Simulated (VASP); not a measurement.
Here is a VASP 6.6.1 calculation.

POSCAR

```
Al2O3
1.0
    2.3793207413      1.3737014705      4.3317967337
   -2.3793207413      1.3737014705      4.3317967337
    0.0000000000     -2.7474029409      4.3317967337
Al O
4 6
Direct
    0.3519097825      0.3519097825      0.3519097825
    0.1480902175      0.1480902175      0.1480902175
    0.6480902175      0.6480902175      0.6480902175
    0.8519097825      0.8519097825      0.8519097825
    0.5563679964      0.9436320036      0.2500000000
    0.2500000000      0.5563679964      0.9436320036
    0.9436320036      0.2500000000      0.5563679964
    0.4436320036      0.0563679964      0.7500000000
    0.7500000000      0.4436320036      0.0563679964
    0.0563679964      0.7500000000      0.4436320036
```

Contents of INCAR.step1:

```
PREC = Accurate
ENCUT = 520
ISMEAR = -1
SIGMA = 0.02
LREAL = False
LASPH = True
NELM = 80
NBANDS = 35
GGA = PE
ALGO = Normal
EDIFF = 1E-4
LWAVE = True
LCHARG = False
```

File INCAR.step2:

```
PREC = Accurate
ENCUT = 520
EDIFF = 1E-6
ISMEAR = -1
SIGMA = 0.02
LREAL = False
LASPH = True
NELM = 80
ALGO = Normal
ISIF = 2
LWAVE = False
LCHARG = False
METAGGA = R2SCAN
LMIXTAU = True
NBANDS = 35
ISTART = 1
```

KPOINTS

```
regular mesh
0
Gamma
  6 6 6
```

Potentials or basis: VASP PAW PBE potentials, release 64 (Al, O).

The run is started by

```console
$ cat potpaw_PBE.64/Al/POTCAR potpaw_PBE.64/O/POTCAR > POTCAR
$ cp INCAR.step1 INCAR
$ mpirun -np 1 vasp_std > vasp.out
$ cp INCAR.step2 INCAR
$ mpirun -np 1 vasp_std > vasp.out
```

Task: What does it give for the largest force?

Result: 0.019 eV/Å.

Task: What does it give for the pressure?

Result: -0.5 GPa.

Task: Predict the band gap on the k mesh.

Result: 7.16 eV, direct.

Forces on the atoms (eV/Å):
```
Al   0.000  0.000 -0.019
Al   0.000  0.000  0.019
Al   0.000  0.000  0.019
Al   0.000  0.000 -0.019
O   -0.013  0.000  0.000
O    0.006 -0.011  0.000
O    0.006  0.011  0.000
O    0.013  0.000  0.000
O   -0.006  0.011  0.000
O   -0.006 -0.011  0.000
```

Caveat: the PAW data sets were made with another functional, which shifts forces and pressure a little.

**What was measured.**

“Multi-petahertz electron interference in Cr:Al2O3 solid-state material”, 2018, pmc:5906618 quotes, for a bulk crystal of Al2O3: band gap 8.7 eV (optical).

A measured gap of Al2O3 is 8.7 eV (optical; quoted in “Multi-petahertz electron interference in Cr:Al2O3 solid-state material”, 2018, pmc:5906618); the calculated 7.16 eV misses it by -1.54 eV. The value is that of r2SCAN on a finite k mesh, which can miss the band edges, without temperature or zero-point motion.
